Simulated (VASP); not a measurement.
# WS2 (P1) in VASP: single point with PBEsol

Aim: the single point of WS2 with PBEsol.

Program: VASP 6.6.1. These are calculated values, not measurements. Logs are shortened: lines on timing, memory, paths and dates and some standing lists are left out, and cuts for length are marked.

### 1 The cell of the first run

The typed cell holds 6 atoms: a = 3.180 Å, b = 3.269 Å, c = 12.536 Å, α = 91.69°, β = 95.32°, γ = 116.52°.

### 2 Single point, PBEsol (atoms moved at random and the cell strained at random)

INCAR

```
SYSTEM = WS2
ALGO     = Normal         ! electronic algorithm
EDIFF    = 1E-6           ! SCF threshold, eV
ENCUT    = 520            ! plane-wave cutoff, eV
GGA      = PS             ! functional
ISIF     = 2              ! what is computed and relaxed
ISMEAR   = 0              ! smearing method
LASPH    = .True.         ! aspherical terms in the spheres
LCHARG   = .False.        ! write CHGCAR
LREAL    = .False.        ! projectors in reciprocal space
LWAVE    = .False.        ! write WAVECAR
NBANDS   = 35             ! bands
NELM     = 100            ! most SCF steps
PREC     = Accurate       ! precision mode
SIGMA    = 0.05           ! smearing width, eV
```

KPOINTS

```
k-points
0
Gamma
  12 12 4
  0 0 0
```

POSCAR

```
WS2
1.0
    3.1761937006      0.0699769457     -0.1464899493
   -1.5274950377      2.8899887143     -0.0439455267
   -0.5758253339     -0.5319180405     12.5109684398
W S
2 4
Direct
    0.3396555159      0.6686932447      0.2498710844
    0.6541540321      0.3301537182      0.7466449325
    0.3228640972      0.6566756276      0.6209587599
    0.6766138470      0.3345513099      0.1198908564
    0.3289544068      0.6763716184      0.8797255460
    0.6777581010      0.3335544813      0.3829088209
```

Potentials or basis: VASP PAW PBE potentials, release 64 (W_sv, S).

On the command line:

```
> cat potpaw_PBE.64/W_sv/POTCAR potpaw_PBE.64/S/POTCAR > POTCAR
> mpirun -np 1 vasp_std > vasp.out
```

OUTCAR:

```text
SYSTEM = WS2
   EDIFF = 1E-6
   ENCUT = 520
   GGA = PS
   ISIF = 2
   ISMEAR = 0
   LASPH = .True.
   LREAL = .False.
   NELM = 100
   PREC = Accurate

 ion  position               nearest neighbor table
   1  0.340  0.669  0.250-   4 2.34   6 2.44   6 2.46   4 2.50   4 2.64   6 2.67
   2  0.654  0.330  0.747-   3 2.35   5 2.39   3 2.42   5 2.53   3 2.61   5 2.64
   3  0.323  0.657  0.621-   2 2.35   2 2.42   2 2.61
   4  0.677  0.335  0.120-   1 2.34   1 2.50   1 2.64
   5  0.329  0.676  0.880-   2 2.39   2 2.53   2 2.64
   6  0.678  0.334  0.383-   1 2.44   1 2.46   1 2.67

  LATTYP: Found a triclinic cell.
 ALAT       =     3.3935040386
 B/A-ratio  =     0.9371846804
 C/A-ratio  =     3.7139350950
 COS(alpha) =     0.0442268017
 COS(beta)  =     0.1545391777
 COS(gamma) =     0.5069830213

  Lattice vectors:

 A1 = (  -1.6486986629,  -2.9599656600,   0.1904354760)
 A2 = (  -3.1761937006,  -0.0699769457,   0.1464899493)
 A3 = (  -1.0728733290,  -2.4280476195, -12.3205329638)

Analysis of symmetry for initial positions (statically):
=====================================================================
 Subroutine PRICEL returns:
 Original cell was already a primitive cell.

 Routine SETGRP: Setting up the symmetry group for a
 triclinic supercell.

 Subroutine GETGRP returns: Found  1 space group operations
 (whereof  1 operations were pure point group operations)
 out of a pool of  2 trial point group operations.

The static configuration has the point symmetry C_1 .

Analysis of symmetry for dynamics (positions and initial velocities):
=====================================================================
 Subroutine PRICEL returns:
 Original cell was already a primitive cell.

 Routine SETGRP: Setting up the symmetry group for a
 triclinic supercell.

 Subroutine GETGRP returns: Found  1 space group operations
 (whereof  1 operations were pure point group operations)
 out of a pool of  2 trial point group operations.

The dynamic configuration has the point symmetry C_1 .

 Subroutine INISYM returns: Found  1 space group operations
 (whereof  1 operations are pure point group operations),
 and found     1 'primitive' translations

----------------------------------------------------------------------------------------

                                     Primitive cell

  volume of cell :     115.7422

  direct lattice vectors                    reciprocal lattice vectors
     3.176193701  0.069976946 -0.146489949     0.312186636  0.165330706  0.021397813
    -1.527495038  2.889988714 -0.043945527    -0.006890818  0.342596659  0.014248732
    -0.575825334 -0.531918041 12.510968440     0.003631164  0.003139236  0.080230458

  length of vectors
     3.180339998  3.269129405 12.535503297     0.353910447  0.342962069  0.080373917

  position of ions in fractional coordinates (direct lattice)
     0.339655516  0.668693245  0.249871084
     0.654154032  0.330153718  0.746644932
     0.322864097  0.656675628  0.620958760
     0.676613847  0.334551310  0.119890856
     0.328954407  0.676371618  0.879725546
     0.677758101  0.333554481  0.382908821

  ion indices of the primitive-cell ions
   primitive index   ion index
                 1           1
                 2           2
                 3           3
                 4           4
                 5           5
                 6           6

----------------------------------------------------------------------------------------

 KPOINTS: k-points

Automatic generation of k-mesh.
 Grid dimensions read from file:
 generate k-points for:   12   12    4

 Generating k-lattice:

  Cartesian coordinates                     Fractional coordinates (reciprocal lattice)
     0.026015553  0.013777559  0.001783151     0.083333333 -0.000000000 -0.000000000
    -0.000574235  0.028549722  0.001187394    -0.000000000  0.083333333  0.000000000
     0.000907791  0.000784809  0.020057615    -0.000000000  0.000000000  0.250000000

  Length of vectors
     0.029492537  0.028580172  0.020093479

  Shift w.r.t. Gamma in fractional coordinates (k-lattice)
     0.000000000  0.000000000  0.000000000

 Subroutine IBZKPT returns following result:
 ===========================================

 Found    292 irreducible k-points:

 Following reciprocal coordinates:
            Coordinates               Weight
  0.000000  0.000000  0.000000      1.000000
  0.083333 -0.000000  0.000000      2.000000
  0.166667  0.000000  0.000000      2.000000
  0.250000  0.000000  0.000000      2.000000
  0.333333  0.000000  0.000000      2.000000
  0.416667  0.000000  0.000000      2.000000
[... 16 lines left out ...]
  0.250000  0.166667  0.000000      2.000000
  0.333333  0.166667  0.000000      2.000000
 [... further k-points ...]
   k-points           NKPTS =    292   k-points in BZ     NKDIM =    292   number of bands    NBANDS=     35
   number of dos      NEDOS =    301   number of ions     NIONS =      6
   total plane-waves  NPLWV =  55296
   dimension x,y,z NGX =    24 NGY =   24 NGZ =   96
   dimension x,y,z NGXF=    48 NGYF=   48 NGZF=  192
   ions per type =               2   4
   NGX,Y,Z   is equivalent  to a cutoff of  12.55, 12.20, 12.73 a.u.
   NGXF,Y,Z  is equivalent  to a cutoff of  25.09, 24.41, 25.46 a.u.
 SYSTEM =  WS2
   PREC   = accura    normal or accurate (medium, high low for compatibility)
   ISTART =      0    job   : 0-new  1-cont  2-samecut
   ICHARG =      2    charge: 1-file 2-atom 10-const
   ISPIN  =      1    spin polarized calculation?
   LNONCOLLINEAR =      F non collinear calculations
   LSORBIT =      F    spin-orbit coupling
   LASPH  =      T    aspherical Exc in radial PAW
   ENCUT  =  520.0 eV  38.22 Ry    6.18 a.u.   5.91  6.08 23.31*2*pi/ulx,y,z
   NELM   =    100;   NELMIN=  2; NELMDL= -5     # of ELM steps
   EDIFF  = 0.1E-05   stopping-criterion for ELM
   LREAL  =      F    real-space projection
   EDIFFG = 0.1E-04   stopping-criterion for IOM
   NSW    =      0    number of steps for IOM
   IBRION =     -1    ionic relax: 0-MD 1-quasi-New 2-CG
   NFREE  =      0    steps in history (QN), initial steepest desc. (CG)
   ISIF   =      2    stress and relaxation
   ISYM   =      2    0-nonsym 1-usesym 2-fastsym
   POTIM  = 0.5000    time-step for ionic-motion
   TEBEG  =    0.0;   TEEND  =   0.0 temperature during run
   PSTRESS=    0.0 pullay stress
   NELECT =      52.0000    total number of electrons
   NUPDOWN=      -1.0000    fix difference up-down
   EMIN   =  10.00;   EMAX   =-10.00  energy-range for DOS
   EFERMI =   0.00;   METHOD = LEGACY
   ISMEAR =     0;   SIGMA  =   0.05  broadening in eV -4-tet -1-fermi 0-gaus
   EFERMI_NEDOS =   21; number of points for ismear=-14 and -15
   IALGO  =     38    algorithm
   IMIX   =      4    mixing-type and parameters
     AMIX     =   0.40;   BMIX     =  1.00
     AMIX_MAG =   1.60;   BMIX_MAG =  1.00
  volume/ion in A,a.u.               =      19.29       130.18
  Fermi-wavevector in a.u.,A,eV,Ry     =   1.253849  2.369431 21.390234  1.572138
  Thomas-Fermi vector in A             =   2.387682
   LORBIT       =      0    0 simple, 1 ext, 2 COOP (PROOUT), +10 PAW based schemes
   GGA     = PS    functional components
   LHFCALC =     F    Hartree Fock is set to
   AEXX    =    0.0000 exact exchange contribution
   IVDW    =     0    specifies the selected vdW correction
   LEPSILON=     F    determine dielectric tensor
   LRPA    =     F    only Hartree local field effects (RPA)
 non-spin polarized calculation
 Gauss-broadening in eV      SIGMA  =   0.05
  energy-cutoff  :      520.00
  volume of cell :      115.74
 maximum number of plane-waves:      3150
   NGX = 11   NGY = 13   NGZ = 47

 number of electron      52.0000002 magnetization

 Free energy of the ion-electron system (eV)
  ---------------------------------------------------
  ext. energy  EPLUGINS =         0.00000000
  ---------------------------------------------------
  free energy    TOTEN  =       -49.13429991 eV

  energy without entropy =      -49.13429991  energy(sigma->0) =      -49.13429991

 E-fermi :   6.8302     XC(G=0): -10.7572

 val. band max:        6.3806090002   @ k =   0.0000   0.0000   0.0000
 cond. band min:       7.2018018818   @ k =  -0.3333   0.1667  -0.0000
 fundamental gap:      0.8211928816
 Fermi energy:         6.8301551677

 k-point     1 :       0.0000    0.0000    0.0000
  band No.  band energies     occupation
      1     -68.3679      2.00000
      2     -68.3607      2.00000
      3     -32.5404      2.00000
      4     -32.5387      2.00000
      5     -32.4884      2.00000
      6     -32.4815      2.00000
[... 27 lines left out ...]
     34       9.0562      0.00000
     35      10.6165      0.00000

 k-point     2 :       0.0833   -0.0000    0.0000
  band No.  band energies     occupation
      1     -68.3671      2.00000
      2     -68.3599      2.00000
      3     -32.5396      2.00000
      4     -32.5383      2.00000
      5     -32.4930      2.00000
      6     -32.4868      2.00000
[... 27 lines left out ...]
     34       9.0903      0.00000
     35      11.0348      0.00000

 k-point     3 :       0.1667    0.0000    0.0000
  band No.  band energies     occupation
      1     -68.3651      2.00000
      2     -68.3579      2.00000
      3     -32.5438      2.00000
      4     -32.5437      2.00000
      5     -32.5035      2.00000
      6     -32.4985      2.00000
[... 27 lines left out ...]
     34       9.3190      0.00000
     35      11.9000      0.00000
[... 723 lines left out ...]
 k-point    23 :       0.2500    0.1667    0.0000
  band No.  band energies     occupation
      1     -68.3596      2.00000
      2     -68.3523      2.00000
      3     -32.6241      2.00000
      4     -32.6224      2.00000
      5     -32.4980      2.00000
      6     -32.4941      2.00000
[... 27 lines left out ...]
     34      10.2394      0.00000
     35      12.2888      0.00000

 k-point    24 :       0.3333    0.1667    0.0000
  band No.  band energies     occupation
      1     -68.3573      2.00000
      2     -68.3501      2.00000
      3     -32.6464      2.00000
      4     -32.6460      2.00000
      5     -32.5168      2.00000
      6     -32.5002      2.00000
[... 27 lines left out ...]
     34      10.3856      0.00000
     35      11.5824      0.00000

 [... further k-points ...]

------------------------ aborting loop because EDIFF is reached ----------------------------------------

  FORCE on cell =-STRESS in cart. coord.  units (eV):
  Direction    XX          YY          ZZ          XY          YZ          ZX
  --------------------------------------------------------------------------------------
  -------------------------------------------------------------------------------------
  Total       -5.7636889    -12.4781627     -9.4269697     -1.7390449      5.2240652      7.5032593
  in kB      -79.7846261   -172.7306172   -130.4940747    -24.0729589     72.3148126    103.8648587
  external PRESSURE =    -127.6697726 kB  Pullay stress =       0.0000000 kB

 VOLUME and BASIS-vectors are now :
 -----------------------------------------------------------------------------
  energy-cutoff  :      520.00
  volume of cell :      115.74
      direct lattice vectors                 reciprocal lattice vectors
     3.176193701  0.069976946 -0.146489949     0.312186636  0.165330706  0.021397813
    -1.527495038  2.889988714 -0.043945527    -0.006890818  0.342596659  0.014248732
    -0.575825334 -0.531918041 12.510968440     0.003631164  0.003139236  0.080230458

 POSITION                                       TOTAL-FORCE (eV/Angst)
 -----------------------------------------------------------------------------------
     -0.08650      1.82337      3.04699         0.578369      0.175104      0.591362
      1.14347      0.60276      9.23092         0.271548     -0.054227      1.178851
     -0.33515      1.59008      7.69264        -1.194721     -0.462399      0.731035
      1.56899      0.95042      1.38613        -1.260668     -0.856019      1.363820
     -0.49490      1.50978     10.92831         0.974275      0.533582     -1.867474
      1.42270      0.80772      4.67662         0.631198      0.663959     -1.997594
 -----------------------------------------------------------------------------------
    total drift:                               -0.000013     -0.000066     -0.000096

  FREE ENERGIE OF THE ION-ELECTRON SYSTEM (eV)
  ---------------------------------------------------
  free  energy   TOTEN  =       -49.1342999051 eV

  energy  without entropy=      -49.1342999051  energy(sigma->0) =      -49.13429991
```

Run time: 21 min. Hardware: 1 thread of Oxide Virtual Turin-like, shared host; peak memory 0.86 GiB.

Results:

- Free energy: -49.1343 eV
- Pressure: -12.8 GPa
- Largest force: 2.198 eV/Å
- Band gap on the k mesh: 0.82 eV (least direct gap 1.41 eV)

Forces on the atoms (eV/Å):
```
W    0.578  0.175  0.591
W    0.272 -0.054  1.179
S   -1.195 -0.462  0.731
S   -1.261 -0.856  1.364
S    0.974  0.534 -1.867
S    0.631  0.664 -1.998
```

Stress tensor (GPa, compression positive):
```
 -7.98  -2.41  10.39
 -2.41 -17.27   7.23
 10.39   7.23 -13.05
```

Levels at points of the mesh, in eV from the valence-band top:
| k point | band 24 | band 25 | band 26 | band 27 | band 28 | band 29 |
| --- | --- | --- | --- | --- | --- | --- |
| (0.00, 0.00, 0.00) | -1.22 | -0.82 | 0.00 | 1.42 | 1.45 | 1.56 |
| (0.50, 0.00, 0.00) | -1.60 | -1.51 | -0.97 | 1.55 | 1.59 | 2.35 |
| (0.00, 0.50, 0.00) | -1.47 | -1.30 | -1.27 | 1.69 | 1.73 | 2.22 |
| (0.50, 0.50, 0.00) | -2.07 | -1.33 | -1.09 | 1.85 | 1.92 | 2.11 |
| (0.00, 0.00, 0.50) | -1.77 | -0.28 | -0.16 | 1.43 | 1.47 | 1.62 |
| (0.50, 0.00, 0.50) | -1.67 | -1.53 | -0.97 | 1.56 | 1.57 | 2.42 |
| (0.00, 0.50, 0.50) | -1.41 | -1.33 | -1.29 | 1.69 | 1.72 | 2.24 |
| (0.50, 0.50, 0.50) | -2.11 | -1.28 | -1.11 | 1.84 | 1.94 | 2.22 |

Caveat: the cell differs from its parent crystal (atoms moved at random and the cell strained at random); the cell stands under tension; the PAW data sets were made with another functional, which shifts forces and pressure a little; spin-orbit coupling is left out, which moves the levels of the heavy elements.
